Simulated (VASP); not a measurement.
Set up this calculation in VASP 6.6.1, as the native input.

| Item | Value |
| --- | --- |
| Task | single point |
| Functional | r2SCAN |
| Potentials or basis | VASP PAW PBE potentials, release 64 (Hf_pv) |
| Cutoff | 520 eV |
| k mesh | 6 × 6 × 6 |
| Occupations | gaussian, width 0.1 eV |
| Spin | no spin polarisation |
| Dipole correction | no |
| Further INCAR settings | ALGO = Normal; EDIFF = 1e-06; NBANDS = 17 |

Hf:

```
Hf
1.0
     0.00000    2.94089    2.94089
     2.94089    0.00000    2.94089
     2.94089    2.94089    0.00000
Hf
2
Direct
  0.50000 0.50000 0.50000
  0.75000 0.75000 0.75000
```

The input as run:

POSCAR

```
Hf
1.0
    0.0000000000      2.9408856234      2.9408856234
    2.9408856234      0.0000000000      2.9408856234
    2.9408856234      2.9408856234      0.0000000000
Hf
2
Direct
    0.5000000000      0.5000000000      0.5000000000
    0.7500000000      0.7500000000      0.7500000000
```

INCAR.step1

```
ALGO = Normal
EDIFF = 1E-4
ENCUT = 520
GGA = PE
ISMEAR = 0
LASPH = T
LCHARG = F
LREAL = F
LWAVE = T
NBANDS = 17
NELM = 100
PREC = Accurate
SIGMA = 0.1
```

INCAR.step2

```
ALGO = Normal
EDIFF = 1E-6
ENCUT = 520
ISIF = 2
ISMEAR = 0
ISTART = 1
LASPH = T
LCHARG = F
LMIXTAU = T
LREAL = F
LWAVE = F
METAGGA = R2SCAN
NBANDS = 17
NELM = 100
PREC = Accurate
SIGMA = 0.1
```

KPOINTS

```
k-points
0
Gamma
  6 6 6
```

Potentials or basis: VASP PAW PBE potentials, release 64 (Hf_pv).

Command:

```console
$ cat potpaw_PBE.64/Hf_pv/POTCAR > POTCAR
$ cp INCAR.step1 INCAR
$ mpirun -np 1 vasp_std > vasp.out
$ cp INCAR.step2 INCAR
$ mpirun -np 1 vasp_std > vasp.out
```

It gave:

```
Pressure               : 10.2 GPa
Band gap on the k mesh : zero (band 10 reaches 3.66 eV, above the bottom of band 11 at 3.37 eV)
```

Caveat: the PAW data sets were made with another functional, which shifts forces and pressure a little; spin-orbit coupling is left out, which moves the levels of the heavy elements.

It took 38 s on 1 thread of Intel(R) Xeon(R) 6975P-C (Granite Rapids), with other jobs on the host, peak memory 0.18 GiB.
